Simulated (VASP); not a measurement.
Here is a VASP 6.6.1 calculation.

INCAR

```
SYSTEM = Ta3Ga
ALGO     = Normal         ! electronic algorithm
EDIFF    = 1E-6           ! SCF threshold, eV
ENCUT    = 520            ! plane-wave cutoff, eV
GGA      = PE             ! functional
ISIF     = 2              ! what is computed and relaxed
ISMEAR   = 0              ! smearing method
LASPH    = .TRUE.         ! aspherical terms in the spheres
LCHARG   = .FALSE.        ! write CHGCAR
LREAL    = .FALSE.        ! projectors in reciprocal space
LWAVE    = .FALSE.        ! write WAVECAR
NBANDS   = 56             ! bands
NELM     = 100            ! most SCF steps
PREC     = Accurate       ! precision mode
SIGMA    = 0.1            ! smearing width, eV
```

File KPOINTS:

```
k-points
0
G
  3 3 4
  0 0 0
```

POSCAR

```
Ta3Ga
1.0
    5.7655756345      0.0000000000      0.0000000000
   -2.8827878173      4.9931349669      0.0000000000
    0.0000000000      0.0000000000      4.8806332358
Ta Ga
6 2
Direct
    0.8357201114      0.6714402229      0.2500000000
    0.1642798886      0.8357201114      0.7500000000
    0.3285597771      0.1642798886      0.2500000000
    0.1642798886      0.3285597771      0.7500000000
    0.8357201114      0.1642798886      0.2500000000
    0.6714402229      0.8357201114      0.7500000000
    0.3333333333      0.6666666667      0.2500000000
    0.6666666667      0.3333333333      0.7500000000
```

Potentials or basis: VASP PAW PBE potentials, release 64 (Ta_pv, Ga_d).

Run with:

```bash
$ cat potpaw_PBE.64/Ta_pv/POTCAR potpaw_PBE.64/Ga_d/POTCAR > POTCAR
$ mpirun -np 1 vasp_std > vasp.out
```

Problem. What does it give for the largest force?

Solution. 0.023 eV/Å.

Problem. Predict the pressure.

Solution. 0.1 GPa.

Problem. What does it give for the band gap on the k mesh?

Solution. Zero (bands 46 and 47 overlap by 0.63 eV).

Stress tensor (GPa, compression positive):
```
 0.29  0.00  0.00
 0.00  0.29  0.00
 0.00  0.00 -0.19
```

Caveat: the k points lie up to 0.42 Å⁻¹ apart, too coarse for converged energies and pressures of a metal; spin-orbit coupling is left out, which moves the levels of the heavy elements.
